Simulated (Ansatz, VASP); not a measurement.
**Be in VASP and in Ansatz**

File INCAR:

```
PREC = Accurate
ENCUT = 520
EDIFF = 1E-7
ISMEAR = -1
SIGMA = 0.05
LREAL = F
LASPH = T
NELM = 80
ALGO = Normal
ISIF = 2
LWAVE = F
LCHARG = T
GGA = PS
LELF = T
LVHAR = T
NBANDS = 12
```

KPOINTS

```
regular mesh
0
Gamma
  9 9 14
```

The input POSCAR:

```
Be
1.0
    3.7961198385      0.0000000000      0.0000000000
    0.0000000000      3.7961198385      0.0000000000
    0.0000000000      0.0000000000      2.3113002848
Be
4
Direct
    0.2974080000      0.2974080000      0.0000000000
    0.7025920000      0.7025920000      0.0000000000
    0.2025920000      0.7974080000      0.5000000000
    0.7974080000      0.2025920000      0.5000000000
```

Input for Ansatz:

```yaml
crystal:
  lattice:
    - [3.7961198385, 0.0, 0.0]
    - [0.0, 3.7961198385, 0.0]
    - [0.0, 0.0, 2.3113002848]
  atoms:
    - { symbol: Be, position: [0.297408, 0.297408, 0.0] }
    - { symbol: Be, position: [0.702592, 0.702592, 0.0] }
    - { symbol: Be, position: [0.202592, 0.797408, 0.5] }
    - { symbol: Be, position: [0.797408, 0.202592, 0.5] }
kpoints:
  mp_grid: { grid: [9, 9, 14] }
  band_path:
    path:
      - [0.0, 0.0, 0.0]
      - [0.0, 0.5, 0.0]
      - [0.5, 0.5, 0.0]
      - [0.0, 0.0, 0.0]
      - [0.0, 0.0, 0.5]
      - [0.0, 0.5, 0.5]
      - [0.5, 0.5, 0.5]
      - [0.0, 0.0, 0.5]
      - [0.0, 0.5, 0.0]
    npoints: 5
scf:
  occupations: { method: fermi_dirac, width: 0.05 }
hamiltonian:
  xc: pbesol
  pseudopotentials: { kind: all_electron, lapw: { basis_error: 0.001 } }
output:
  forces: true
  stress: true
  eigenvalues: true
```

Change from the starting cell: volume scaled by 1.04.

Alike in both runs: task single point; functional PBEsol; k mesh 9 × 9 × 14; occupations fermi-dirac, width 0.05 eV; no spin polarisation.

```csv
,VASP,Ansatz
version,VASP 6.6.1,Ansatz 0.2.0
potentials or method,"VASP PAW PBE potentials, release 64 (Be), cutoff 520 eV","all-electron LAPW, scalar-relativistic"
```

|  | VASP | Ansatz | Ansatz less VASP |
| --- | --- | --- | --- |
| pressure (GPa) | -5.1 | -5.5 | -0.39 |
| traceless stress, the component that is largest in VASP (GPa) | -1.14 | -1.15 | -0.007 |
| rms of the force components (eV/Å) | 0.011 | 0.013 | +0.0019 |

VASP's potentials were made for PBE, not for PBEsol. Atom by atom the forces differ by 0.002 eV/Å (rms over components). Ansatz ran all-electron here, and VASP with PAW potentials.
